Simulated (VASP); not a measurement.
# Ca (P6/mmm) in VASP: a series of runs, part 2 of 2

VASP 6.6.1. Earlier steps stand in the parts before.

**4. Single point, PBE (32.67 Å³/atom)**

This run uses another cell than the first one, of 32.67 Å³/atom.

Contents of INCAR:

```
PREC     = Accurate       # precision mode
ENCUT    = 520            # plane-wave cutoff, eV
EDIFF    = 1E-6           # SCF threshold, eV
ISMEAR   = -1             # smearing method
SIGMA    = 0.08           # smearing width, eV
LREAL    = F              # projectors in reciprocal space
LASPH    = T              # aspherical terms in the spheres
NELM     = 100            # most SCF steps
ALGO     = Normal         # electronic algorithm
ISIF     = 2              # what is computed and relaxed
LWAVE    = F              # write WAVECAR
LCHARG   = T              # write CHGCAR
GGA      = PE             # functional
LELF     = T              # ELF
LVHAR    = T            
NBANDS   = 11             # bands
```

Contents of KPOINTS:

```
regular mesh
0
Gamma
  12 12 11
```

Contents of POSCAR:

```
Ca
1.0
    3.4593588792      0.0000000000      0.0000000000
   -1.7296794396      2.9958926702      0.0000000000
    0.0000000000      0.0000000000      3.1518837455
Ca
1
Direct
    0.0000000000      0.0000000000      0.0000000000
```

Potentials or basis: VASP PAW PBE potentials, release 64 (Ca_sv).

Run with:

```
$ cat potpaw_PBE.64/Ca_sv/POTCAR > POTCAR
$ mpirun -np 1 vasp_std > vasp.out
```

OUTCAR:

```text
PREC = Accurate
   ENCUT = 520
   EDIFF = 1E-6
   ISMEAR = -1
   LREAL = F
   LASPH = T
   NELM = 100
   ISIF = 2
   GGA = PE

 ion  position               nearest neighbor table
   1  0.000  0.000  0.000-

  LATTYP: Found a hexagonal cell.
 ALAT       =     3.4593588792
 C/A-ratio  =     0.9111178850

  Lattice vectors:

 A1 = (   3.4593588792,   0.0000000000,   0.0000000000)
 A2 = (  -1.7296794396,   2.9958926702,   0.0000000000)
 A3 = (   0.0000000000,   0.0000000000,   3.1518837455)

Analysis of symmetry for initial positions (statically):
=====================================================================
 Subroutine PRICEL returns:
 Original cell was already a primitive cell.

 Routine SETGRP: Setting up the symmetry group for a
 hexagonal supercell.

 Subroutine GETGRP returns: Found 24 space group operations
 (whereof 24 operations were pure point group operations)
 out of a pool of 24 trial point group operations.

The static configuration has the point symmetry D_6h.

Analysis of symmetry for dynamics (positions and initial velocities):
=====================================================================
 Subroutine PRICEL returns:
 Original cell was already a primitive cell.

 Routine SETGRP: Setting up the symmetry group for a
 hexagonal supercell.

 Subroutine GETGRP returns: Found 24 space group operations
 (whereof 24 operations were pure point group operations)
 out of a pool of 24 trial point group operations.

The dynamic configuration has the point symmetry D_6h.

 Subroutine INISYM returns: Found 24 space group operations
 (whereof 24 operations are pure point group operations),
 and found     1 'primitive' translations

----------------------------------------------------------------------------------------

                                     Primitive cell

  volume of cell :      32.6657

  direct lattice vectors                    reciprocal lattice vectors
     3.459358879  0.000000000  0.000000000     0.289070904  0.166895164  0.000000000
    -1.729679440  2.995892670  0.000000000     0.000000000  0.333790329  0.000000000
     0.000000000  0.000000000  3.151883746     0.000000000  0.000000000  0.317270585

  length of vectors
     3.459358879  3.459358879  3.151883746     0.333790329  0.333790329  0.317270585

  position of ions in fractional coordinates (direct lattice)
     0.000000000  0.000000000  0.000000000

  ion indices of the primitive-cell ions
   primitive index   ion index
                 1           1

----------------------------------------------------------------------------------------

 KPOINTS: regular mesh

Automatic generation of k-mesh.
 Grid dimensions read from file:
 generate k-points for:   12   12   11

 Generating k-lattice:

  Cartesian coordinates                     Fractional coordinates (reciprocal lattice)
     0.024089242  0.013907930  0.000000000     0.083333333  0.000000000  0.000000000
     0.000000000  0.027815861  0.000000000     0.000000000  0.083333333  0.000000000
     0.000000000  0.000000000  0.028842780     0.000000000  0.000000000  0.090909091

  Length of vectors
     0.027815861  0.027815861  0.028842780

  Shift w.r.t. Gamma in fractional coordinates (k-lattice)
     0.000000000  0.000000000  0.000000000

 Subroutine IBZKPT returns following result:
 ===========================================

 Found    114 irreducible k-points:

 Following reciprocal coordinates:
            Coordinates               Weight
  0.000000  0.000000  0.000000      1.000000
  0.083333  0.000000  0.000000      6.000000
  0.166667 -0.000000  0.000000      6.000000
  0.250000  0.000000  0.000000      6.000000
  0.333333  0.000000  0.000000      6.000000
  0.416667  0.000000  0.000000      6.000000
[... 16 lines left out ...]
  0.250000  0.000000  0.090909     12.000000
  0.333333  0.000000  0.090909     12.000000
 [... further k-points ...]
   k-points           NKPTS =    114   k-points in BZ     NKDIM =    114   number of bands    NBANDS=     11
   number of dos      NEDOS =    301   number of ions     NIONS =      1
   total plane-waves  NPLWV =  18816
   dimension x,y,z NGX =    28 NGY =   28 NGZ =   24
   dimension x,y,z NGXF=    56 NGYF=   56 NGZF=   48
   ions per type =               1
   NGX,Y,Z   is equivalent  to a cutoff of  13.46, 13.46, 12.66 a.u.
   NGXF,Y,Z  is equivalent  to a cutoff of  26.91, 26.91, 25.32 a.u.
 SYSTEM =  unknown system
   PREC   = accura    normal or accurate (medium, high low for compatibility)
   ISTART =      0    job   : 0-new  1-cont  2-samecut
   ICHARG =      2    charge: 1-file 2-atom 10-const
   ISPIN  =      1    spin polarized calculation?
   LNONCOLLINEAR =      F non collinear calculations
   LSORBIT =      F    spin-orbit coupling
   LASPH  =      T    aspherical Exc in radial PAW
   ENCUT  =  520.0 eV  38.22 Ry    6.18 a.u.   6.43  6.43  5.86*2*pi/ulx,y,z
   NELM   =    100;   NELMIN=  2; NELMDL= -5     # of ELM steps
   EDIFF  = 0.1E-05   stopping-criterion for ELM
   LREAL  =      F    real-space projection
   EDIFFG = 0.1E-04   stopping-criterion for IOM
   NSW    =      0    number of steps for IOM
   IBRION =     -1    ionic relax: 0-MD 1-quasi-New 2-CG
   NFREE  =      0    steps in history (QN), initial steepest desc. (CG)
   ISIF   =      2    stress and relaxation
   ISYM   =      2    0-nonsym 1-usesym 2-fastsym
   POTIM  = 0.5000    time-step for ionic-motion
   TEBEG  =    0.0;   TEEND  =   0.0 temperature during run
   PSTRESS=    0.0 pullay stress
   NELECT =      10.0000    total number of electrons
   NUPDOWN=      -1.0000    fix difference up-down
   EMIN   =  10.00;   EMAX   =-10.00  energy-range for DOS
   EFERMI =   0.00;   METHOD = LEGACY
   ISMEAR =    -1;   SIGMA  =   0.08  broadening in eV -4-tet -1-fermi 0-gaus
   EFERMI_NEDOS =   21; number of points for ismear=-14 and -15
   IALGO  =     38    algorithm
   IMIX   =      4    mixing-type and parameters
     AMIX     =   0.40;   BMIX     =  1.00
     AMIX_MAG =   1.60;   BMIX_MAG =  1.00
  volume/ion in A,a.u.               =      32.67       220.44
  Fermi-wavevector in a.u.,A,eV,Ry     =   1.103344  2.085017 16.563287  1.217367
  Thomas-Fermi vector in A             =   2.239800
   LORBIT       =      0    0 simple, 1 ext, 2 COOP (PROOUT), +10 PAW based schemes
   GGA     = PE    functional components
   LHFCALC =     F    Hartree Fock is set to
   AEXX    =    0.0000 exact exchange contribution
   IVDW    =     0    specifies the selected vdW correction
   LEPSILON=     F    determine dielectric tensor
   LRPA    =     F    only Hartree local field effects (RPA)
 non-spin polarized calculation
  energy-cutoff  :      520.00
  volume of cell :       32.67
 maximum number of plane-waves:       894
 NGX is ok and might be reduce to    28
   NGX = 13   NGY = 13   NGZ = 11

 number of electron      10.0000000 magnetization

 number of electron       9.9999997 magnetization

 Free energy of the ion-electron system (eV)
  ---------------------------------------------------
  ext. energy  EPLUGINS =         0.00000000
  ---------------------------------------------------
  free energy    TOTEN  =        -1.56592496 eV

  energy without entropy =       -1.54530927  energy(sigma->0) =       -1.55561711

 E-fermi :   2.9895     XC(G=0):  -8.5573

 val. band max:        2.9791508052   @ k =   0.4167   0.1667   0.1818
 cond. band min:       3.0145687247   @ k =   0.0833   0.0000   0.4545
 fundamental gap:      0.0354179195
 Fermi energy:         2.9894695787

 k-point     1 :       0.0000    0.0000    0.0000
  band No.  band energies     occupation
      1     -38.5990      2.00000
      2     -19.4350      2.00000
      3     -19.4350      2.00000
      4     -19.3436      2.00000
      5      -1.2910      2.00000
      6       3.9296      0.00002
      7       5.5957      0.00000
      8       5.5957      0.00000
      9       8.2249      0.00000
     10       8.2249      0.00000
     11      13.2879      0.00000
[... 309 lines left out ...]
 k-point    24 :       0.3333    0.0000    0.0909
  band No.  band energies     occupation
      1     -38.5596      2.00000
      2     -19.7097      2.00000
      3     -19.4943      2.00000
      4     -19.3593      2.00000
      5       0.8255      2.00000
      6       3.8168      0.00006
      7       4.5090      0.00000
      8       6.8669      0.00000
      9       7.2371      0.00000
     10       7.8161      0.00000
     11      10.8828      0.00000

 [... further k-points ...]

------------------------ aborting loop because EDIFF is reached ----------------------------------------

  FORCE on cell =-STRESS in cart. coord.  units (eV):
  Direction    XX          YY          ZZ          XY          YZ          ZX
  --------------------------------------------------------------------------------------
  -------------------------------------------------------------------------------------
  Total        1.1094638      1.1094638      1.1141163      0.0000000      0.0000000      0.0000000
  in kB       54.4166302     54.4166302     54.6448272      0.0000000      0.0000000      0.0000000
  external PRESSURE =      54.4926959 kB  Pullay stress =       0.0000000 kB

 VOLUME and BASIS-vectors are now :
 -----------------------------------------------------------------------------
  energy-cutoff  :      520.00
  volume of cell :       32.67
      direct lattice vectors                 reciprocal lattice vectors
     3.459358879  0.000000000  0.000000000     0.289070904  0.166895164  0.000000000
    -1.729679440  2.995892670  0.000000000     0.000000000  0.333790329  0.000000000
     0.000000000  0.000000000  3.151883746     0.000000000  0.000000000  0.317270585

 POSITION                                       TOTAL-FORCE (eV/Angst)
 -----------------------------------------------------------------------------------
      0.00000      0.00000      0.00000        -0.000000      0.000000      0.000000
 -----------------------------------------------------------------------------------
    total drift:                               -0.000000     -0.000000      0.000000

  FREE ENERGIE OF THE ION-ELECTRON SYSTEM (eV)
  ---------------------------------------------------
  free  energy   TOTEN  =        -1.5659249574 eV

  energy  without entropy=       -1.5453092700  energy(sigma->0) =       -1.55561711
```

Run time: 44 s. Hardware: 1 thread of Intel Xeon 8259CL, shared host; peak memory 0.17 GiB.

What came out:

```
Free energy            : -1.5659 eV
Pressure               : 5.4 GPa
Band gap on the k mesh : zero (bands 5 and 6 overlap by 0.51 eV)
```

Levels at points of the mesh, in eV from the Fermi level:
| k point | band 2 | band 3 | band 4 | band 5 | band 6 | band 7 | band 8 | band 9 |
| --- | --- | --- | --- | --- | --- | --- | --- | --- |
| (0.00, 0.00, 0.00) | -22.42 | -22.42 | -22.33 | -4.28 | 0.94 | 2.61 | 2.61 | 5.24 |
| (0.50, 0.00, 0.00) | -22.80 | -22.51 | -22.29 | -1.04 | 0.10 | 1.22 | 3.79 | 4.95 |

Caveat: the cell stands under pressure.

**5. Summary**

```csv
cell,smearing,gap on the mesh (eV),pressure (GPa)
"a = 3.206, b = 3.206, c = 2.897 Å, angles 90.0, 90.0, 120.0°, 1 atom",methfessel-paxton 0.15 eV,none,15.1
"a = 3.343, b = 3.343, c = 3.020 Å, angles 90.0, 90.0, 120.0°, 1 atom",fermi-dirac 0.08 eV,none,9.2
"a = 3.459, b = 3.459, c = 3.152 Å, angles 90.0, 90.0, 120.0°, 1 atom",fermi-dirac 0.08 eV,none,5.4
```

Alike in all rows: task single point; level PBE; potentials or basis VASP PAW PBE potentials, release 64 (Ca_sv); no spin polarisation; k mesh 12 × 12 × 11; cutoff (eV) 520.

Caveats: the cell stands under pressure.

Total energies depend on the potentials used, so only differences within one code and one set of settings carry meaning.
